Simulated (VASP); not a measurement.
# Ta8HN8 (a cell with a defect) in VASP: a series of runs

Runs on Ta8HN8 (a cell with a defect). Level: PBE. Tasks: single point.

All numbers are computed with VASP 6.6.1; they aren't measurements. Logs are shortened: lines on timing, memory, paths and dates and some standing lists are left out, and cuts for length are marked.

## 1. The cell of the first run

The cell holds a defect, 17 atoms: a = 5.796 Å, b = 5.900 Å, c = 5.900 Å, α = 120.00°, β = 90.00°, γ = 90.00°.

## 2. Single point, PBE (with an interstitial atom, then relaxed in part)

INCAR

```
PREC = Accurate
ENCUT = 520
EDIFF = 1E-7
ISMEAR = 0
SIGMA = 0.1
LREAL = Auto
LASPH = T
NELM = 80
ALGO = Normal
ISIF = 2
LWAVE = F
LCHARG = F
GGA = PE
NBANDS = 78
```

KPOINTS

```
Automatic mesh
0
Gamma
  4 5 5
  0.5 0 0
```

POSCAR

```
Ta8HN8
1.0
    0.0000000000      0.0000000000     -5.7955432031
    5.9003693593      0.0000000000      0.0000000000
   -2.9501846797     -5.1098697569      0.0000000000
Ta N H
8 8 1
Direct
    0.2586287363      0.8322853148      0.1674108040
    0.7586279863      0.8322875423      0.1674089317
    0.2586053840      0.3318462033      0.1665316058
    0.7586013678      0.3373446165      0.1775275440
    0.2586048373      0.8331647667      0.6678501375
    0.7586007789      0.8221687675      0.6623516984
    0.2586117209      0.3318458349      0.6678505164
    0.7586092647      0.3373430211      0.6623533673
    0.5061286882      0.5028339009      0.0026813768
    0.0111374966      0.5028651081      0.0027061932
    0.5061168248     -0.0029847680      0.0026815655
    0.0111320049     -0.0030087831      0.0027041171
    0.5098334636      0.4989546885      0.5007421630
    0.0073503312      0.4989491614      0.5007466004
    0.5061277369     -0.0029845435      0.4968629157
    0.0111371518     -0.0030108030      0.4968302878
    0.7590649511      0.1656160416      0.8340808303
```

Potentials or basis: VASP PAW PBE potentials, release 64 (Ta_pv, N, H).

Launch:

```sh
> cat potpaw_PBE.64/Ta_pv/POTCAR potpaw_PBE.64/N/POTCAR potpaw_PBE.64/H/POTCAR > POTCAR
> mpirun -np 1 vasp_std > vasp.out
```

OUTCAR:

```text
PREC = Accurate
   ENCUT = 520
   EDIFF = 1E-7
   ISMEAR = 0
   LREAL = Auto
   LASPH = T
   NELM = 80
   ISIF = 2
   GGA = PE

 ion  position               nearest neighbor table
   1  0.259  0.832  0.167-  12 2.21  16 2.21  10 2.21  11 2.21  15 2.21   9 2.21   2 2.90   2 2.90
                             3 2.95   5 2.95   7 2.95   7 2.95   5 2.95   3 2.95
   2  0.759  0.832  0.167-  12 2.23  16 2.23  10 2.23   9 2.23  15 2.23  11 2.23   1 2.90   1 2.90
                             4 2.95   6 2.95   8 2.95   8 2.95   6 2.95   4 2.95
   3  0.259  0.332  0.167-  10 2.23  12 2.23  11 2.23   9 2.23  13 2.24  14 2.24   4 2.90   4 2.90
                             7 2.94   5 2.94   1 2.95   1 2.95   5 2.96   7 2.96
   4  0.759  0.337  0.178-  17 1.75  14 2.19  13 2.19   9 2.27  11 2.27  10 2.27  12 2.27   6 2.86
                             8 2.86   3 2.90   3 2.90   2 2.95   2 2.95   8 3.04   6 3.04
   5  0.259  0.833  0.668-  16 2.23  12 2.23  11 2.23  15 2.23  13 2.24  14 2.24   6 2.90   6 2.90
                             7 2.94   3 2.94   1 2.95   1 2.95   3 2.96   7 2.96
   6  0.759  0.822  0.662-  17 1.75  14 2.19  13 2.19  15 2.27  11 2.27  16 2.27  12 2.27   4 2.86
                             8 2.86   5 2.90   5 2.90   2 2.95   2 2.95   8 3.04   4 3.04
   7  0.259  0.332  0.668-  10 2.23  16 2.23  15 2.23   9 2.23  13 2.24  14 2.24   8 2.90   8 2.90
                             5 2.94   3 2.94   1 2.95   1 2.95   3 2.96   5 2.96
   8  0.759  0.337  0.662-  17 1.76  14 2.19  13 2.19   9 2.27  15 2.27  10 2.27  16 2.27   6 2.86
                             4 2.86   7 2.90   7 2.90   2 2.95   2 2.95   4 3.04   6 3.04
   9  0.506  0.503  0.003-   1 2.21   2 2.23   7 2.23   3 2.23   8 2.27   4 2.27
  10  0.011  0.503  0.003-   1 2.21   2 2.23   3 2.23   7 2.23   4 2.27   8 2.27
  11  0.506  0.997  0.003-   1 2.21   2 2.23   3 2.23   5 2.23   6 2.27   4 2.27
  12  0.011  0.997  0.003-   1 2.21   2 2.23   5 2.23   3 2.23   6 2.27   4 2.27
  13  0.510  0.499  0.501-   6 2.19   4 2.19   8 2.19   3 2.24   5 2.24   7 2.24
  14  0.007  0.499  0.501-   8 2.19   4 2.19   6 2.19   7 2.24   3 2.24   5 2.24
  15  0.506  0.997  0.497-   1 2.21   2 2.23   7 2.23   5 2.23   6 2.27   8 2.27
  16  0.011  0.997  0.497-   1 2.21   2 2.23   5 2.23   7 2.23   6 2.27   8 2.27
  17  0.759  0.166  0.834-   4 1.75   6 1.75   8 1.76

  LATTYP: Found a hexagonal cell.
 ALAT       =     5.9003693593
 C/A-ratio  =     0.9822339671

  Lattice vectors:

 A1 = (   5.9003693593,   0.0000000000,   0.0000000000)
 A2 = (  -2.9501846797,  -5.1098697569,   0.0000000000)
 A3 = (   0.0000000000,   0.0000000000,  -5.7955432031)

Analysis of symmetry for initial positions (statically):
=====================================================================
 Subroutine PRICEL returns:
 Original cell was already a primitive cell.

 Routine SETGRP: Setting up the symmetry group for a
 hexagonal supercell.

 Subroutine GETGRP returns: Found  2 space group operations
 (whereof  1 operations were pure point group operations)
 out of a pool of 24 trial point group operations.

The static configuration has the point symmetry C_1 .
 The point group associated with its full space group is C_1h.

Analysis of symmetry for dynamics (positions and initial velocities):
=====================================================================
 Subroutine PRICEL returns:
 Original cell was already a primitive cell.

 Routine SETGRP: Setting up the symmetry group for a
 hexagonal supercell.

 Subroutine GETGRP returns: Found  2 space group operations
 (whereof  1 operations were pure point group operations)
 out of a pool of 24 trial point group operations.

The dynamic configuration has the point symmetry C_1 .
 The point group associated with its full space group is C_1h.

 Subroutine INISYM returns: Found  2 space group operations
 (whereof  1 operations are pure point group operations),
 and found     1 'primitive' translations

----------------------------------------------------------------------------------------

                                     Primitive cell

  volume of cell :     174.7363

  direct lattice vectors                    reciprocal lattice vectors
     0.000000000  0.000000000 -5.795543203     0.000000000  0.000000000 -0.172546380
     5.900369359  0.000000000  0.000000000     0.169480915 -0.097849852  0.000000000
    -2.950184680 -5.109869757  0.000000000     0.000000000 -0.195699704  0.000000000

  length of vectors
     5.795543203  5.900369359  5.900369359     0.172546380  0.195699704  0.195699704

  position of ions in fractional coordinates (direct lattice)
     0.258628736  0.832285315  0.167410804
     0.758627986  0.832287542  0.167408932
     0.258605384  0.331846203  0.166531606
     0.758601368  0.337344616  0.177527544
     0.258604837  0.833164767  0.667850137
     0.758600779  0.822168768  0.662351698
[... 9 lines left out ...]
     0.011137152  0.996989197  0.496830288
     0.759064951  0.165616042  0.834080830

  ion indices of the primitive-cell ions
   primitive index   ion index
                 1           1
                 2           2
                 3           3
                 4           4
                 5           5
                 6           6
[... 9 lines left out ...]
                16          16
                17          17

----------------------------------------------------------------------------------------

 KPOINTS: Automatic mesh

Automatic generation of k-mesh.
 Grid dimensions read from file:
 generate k-points for:    4    5    5

 Generating k-lattice:

  Cartesian coordinates                     Fractional coordinates (reciprocal lattice)
     0.000000000  0.000000000 -0.043136595     0.250000000  0.000000000  0.000000000
     0.033896183 -0.019569970  0.000000000     0.000000000  0.200000000  0.000000000
     0.000000000 -0.039139941  0.000000000     0.000000000  0.000000000  0.200000000

  Length of vectors
     0.043136595  0.039139941  0.039139941

  Shift w.r.t. Gamma in fractional coordinates (k-lattice)
     0.500000000  0.000000000  0.000000000

 Subroutine IBZKPT returns following result:
 ===========================================

 Found     30 irreducible k-points:

 Following reciprocal coordinates:
            Coordinates               Weight
  0.125000  0.000000  0.000000      2.000000
  0.375000  0.000000  0.000000      2.000000
  0.125000  0.200000  0.000000      4.000000
  0.125000  0.000000  0.200000      4.000000
  0.125000 -0.200000  0.200000      2.000000
  0.125000  0.200000 -0.200000      2.000000
[... 16 lines left out ...]
  0.375000 -0.200000  0.400000      4.000000
  0.375000  0.200000 -0.400000      4.000000
 [... further k-points ...]
   k-points           NKPTS =     30   k-points in BZ     NKDIM =     30   number of bands    NBANDS=     78
   number of dos      NEDOS =    301   number of ions     NIONS =     17
   total plane-waves  NPLWV = 110592
   dimension x,y,z NGX =    48 NGY =   48 NGZ =   48
   dimension x,y,z NGXF=    96 NGYF=   96 NGZF=   96
   ions per type =               8   8   1
   NGX,Y,Z   is equivalent  to a cutoff of  13.77, 13.52, 13.52 a.u.
   NGXF,Y,Z  is equivalent  to a cutoff of  27.54, 27.05, 27.05 a.u.
 SYSTEM =  unknown system
   PREC   = accura    normal or accurate (medium, high low for compatibility)
   ISTART =      0    job   : 0-new  1-cont  2-samecut
   ICHARG =      2    charge: 1-file 2-atom 10-const
   ISPIN  =      1    spin polarized calculation?
   LNONCOLLINEAR =      F non collinear calculations
   LSORBIT =      F    spin-orbit coupling
   LASPH  =      T    aspherical Exc in radial PAW
   ENCUT  =  520.0 eV  38.22 Ry    6.18 a.u.  10.78 10.97 10.97*2*pi/ulx,y,z
   NELM   =     80;   NELMIN=  2; NELMDL= -5     # of ELM steps
   EDIFF  = 0.1E-06   stopping-criterion for ELM
   LREAL  =      T    real-space projection
   EDIFFG = 0.1E-05   stopping-criterion for IOM
   NSW    =      0    number of steps for IOM
   IBRION =     -1    ionic relax: 0-MD 1-quasi-New 2-CG
   NFREE  =      0    steps in history (QN), initial steepest desc. (CG)
   ISIF   =      2    stress and relaxation
   ISYM   =      2    0-nonsym 1-usesym 2-fastsym
   POTIM  = 0.5000    time-step for ionic-motion
   TEBEG  =    0.0;   TEEND  =   0.0 temperature during run
   PSTRESS=    0.0 pullay stress
   NELECT =     129.0000    total number of electrons
   NUPDOWN=      -1.0000    fix difference up-down
   EMIN   =  10.00;   EMAX   =-10.00  energy-range for DOS
   EFERMI =   0.00;   METHOD = LEGACY
   ISMEAR =     0;   SIGMA  =   0.10  broadening in eV -4-tet -1-fermi 0-gaus
   EFERMI_NEDOS =   21; number of points for ismear=-14 and -15
   IALGO  =     38    algorithm
   IMIX   =      4    mixing-type and parameters
     AMIX     =   0.40;   BMIX     =  1.00
     AMIX_MAG =   1.60;   BMIX_MAG =  1.00
  volume/ion in A,a.u.               =      10.28        69.36
  Fermi-wavevector in a.u.,A,eV,Ry     =   1.479598  2.796034 29.786005  2.189210
  Thomas-Fermi vector in A             =   2.593736
   LORBIT       =      0    0 simple, 1 ext, 2 COOP (PROOUT), +10 PAW based schemes
   GGA     = PE    functional components
   LHFCALC =     F    Hartree Fock is set to
   AEXX    =    0.0000 exact exchange contribution
   IVDW    =     0    specifies the selected vdW correction
   LEPSILON=     F    determine dielectric tensor
   LRPA    =     F    only Hartree local field effects (RPA)
 non-spin polarized calculation
 Gauss-broadening in eV      SIGMA  =   0.10
  energy-cutoff  :      520.00
  volume of cell :      174.74
 maximum number of plane-waves:      4717
 NGX is ok and might be reduce to    48
   NGX = 21   NGY = 21   NGZ = 21

 number of electron     129.0000005 magnetization

 Free energy of the ion-electron system (eV)
  ---------------------------------------------------
  ext. energy  EPLUGINS =         0.00000000
  ---------------------------------------------------
  free energy    TOTEN  =      -181.61815676 eV

  energy without entropy =     -181.60977451  energy(sigma->0) =     -181.61396564

 E-fermi :   9.0666     XC(G=0): -13.3160

 val. band max:        9.0247603383   @ k =   0.1250   0.2000   0.2000
 cond. band min:       9.2331672532   @ k =   0.1250   0.4000   0.4000
 fundamental gap:      0.2084069150
 Fermi energy:         9.0665535301

 k-point     1 :       0.1250    0.0000    0.0000
  band No.  band energies     occupation
      1     -27.7450      2.00000
      2     -27.5319      2.00000
      3     -27.3616      2.00000
      4     -27.3616      2.00000
      5     -27.3018      2.00000
      6     -27.3018      2.00000
[... 68 lines left out ...]
     75      11.8496      0.00000
     76      11.8517      0.00000

 k-point     2 :       0.3750    0.0000    0.0000
  band No.  band energies     occupation
      1     -27.7373      2.00000
      2     -27.3413      2.00000
      3     -27.3413      2.00000
      4     -27.3269      2.00000
      5     -27.1853      2.00000
      6     -27.1507      2.00000
[... 68 lines left out ...]
     75      11.0802      0.00000
     76      12.0915      0.00000

 k-point     3 :       0.1250    0.2000    0.0000
  band No.  band energies     occupation
      1     -27.6786      2.00000
      2     -27.5100      2.00000
      3     -27.3198      2.00000
      4     -27.3083      2.00000
      5     -27.3017      2.00000
      6     -27.2982      2.00000
[... 1648 lines left out ...]
     75      11.6118      0.00000
     76      11.6358      0.00000

 k-point    24 :       0.3750    0.2000   -0.4000
  band No.  band energies     occupation
      1     -27.5594      2.00000
      2     -27.2752      2.00000
      3     -27.2083      2.00000
      4     -27.1832      2.00000
      5     -27.1629      2.00000
      6     -27.1341      2.00000
[... 68 lines left out ...]
     75      11.6115      0.00000
     76      11.6360      0.00000

 [... further k-points ...]

 [bands above 76 left out]

------------------------ aborting loop because EDIFF is reached ----------------------------------------

  FORCE on cell =-STRESS in cart. coord.  units (eV):
  Direction    XX          YY          ZZ          XY          YZ          ZX
  --------------------------------------------------------------------------------------
  -------------------------------------------------------------------------------------
  Total        8.6813283      8.6834965      1.6645383     -0.0018777      0.0020638      0.0035746
  in kB       79.6000945     79.6199753     15.2623427     -0.0172173      0.0189233      0.0327758
  external PRESSURE =      58.1608042 kB  Pullay stress =       0.0000000 kB

 VOLUME and BASIS-vectors are now :
 -----------------------------------------------------------------------------
  energy-cutoff  :      520.00
  volume of cell :      174.74
      direct lattice vectors                 reciprocal lattice vectors
     0.000000000  0.000000000 -5.795543203     0.000000000  0.000000000 -0.172546380
     5.900369359  0.000000000  0.000000000     0.169480915 -0.097849852  0.000000000
    -2.950184680 -5.109869757  0.000000000     0.000000000 -0.195699704  0.000000000

 POSITION                                       TOTAL-FORCE (eV/Angst)
 -----------------------------------------------------------------------------------
      4.41690     -0.85545     -1.49889        -0.001056     -0.000610     -0.000033
      4.41692     -0.85544     -4.39666        -0.001401     -0.000809      0.000295
      1.46672     -0.85095     -1.49876        -0.000677     -0.001195     -0.000359
      1.46672     -0.90714     -4.39651         0.000320     -0.014395     -0.000873
      2.94570     -3.41263     -1.49876        -0.001374      0.000012     -0.000359
      2.89704     -3.38453     -4.39650        -0.012306      0.007475     -0.000873
[... 9 lines left out ...]
      4.41686     -2.53874     -0.06455         0.000586     -0.001509      0.002021
     -1.48350     -4.26204     -4.39919         0.000518      0.000299      0.003168
 -----------------------------------------------------------------------------------
    total drift:                                0.004450     -0.012868     -0.000380

  FREE ENERGIE OF THE ION-ELECTRON SYSTEM (eV)
  ---------------------------------------------------
  free  energy   TOTEN  =      -181.6181567569 eV

  energy  without entropy=     -181.6097745149  energy(sigma->0) =     -181.61396564
```

It took 33 min on 1 thread of Intel Xeon 8259CL, shared host; peak memory 0.49 GiB.

What came out:

| Property | Result |
| --- | --- |
| Free energy | -181.6182 eV |
| Pressure | 5.8 GPa |
| Largest force | 0.016 eV/Å |
| Band gap on the k mesh | zero (an odd number of electrons rules out a gap without spin polarisation) |

Forces in eV/Å, atoms in the order of the input:
```
Ta  -0.001 -0.001  0.000
Ta  -0.001 -0.001  0.000
Ta  -0.001 -0.001  0.000
Ta   0.000 -0.014 -0.001
Ta  -0.001  0.000  0.000
Ta  -0.012  0.007 -0.001
Ta   0.001  0.001  0.000
Ta   0.014  0.008 -0.001
N   -0.001  0.001 -0.001
N   -0.001  0.001  0.002
N    0.001  0.001 -0.002
N    0.002  0.001  0.002
N    0.000  0.000  0.008
N    0.001  0.000 -0.009
N    0.000 -0.002 -0.001
N    0.001 -0.002  0.002
H    0.001  0.000  0.003
```

Caveat: the cell differs from its parent crystal (with an interstitial atom, then relaxed in part); spin-orbit coupling is left out, which moves the levels of the heavy elements.

(Part 1 of 2 ends here.)

The gap in the log of VASP goes by the Fermi energy; the results here count the filled bands.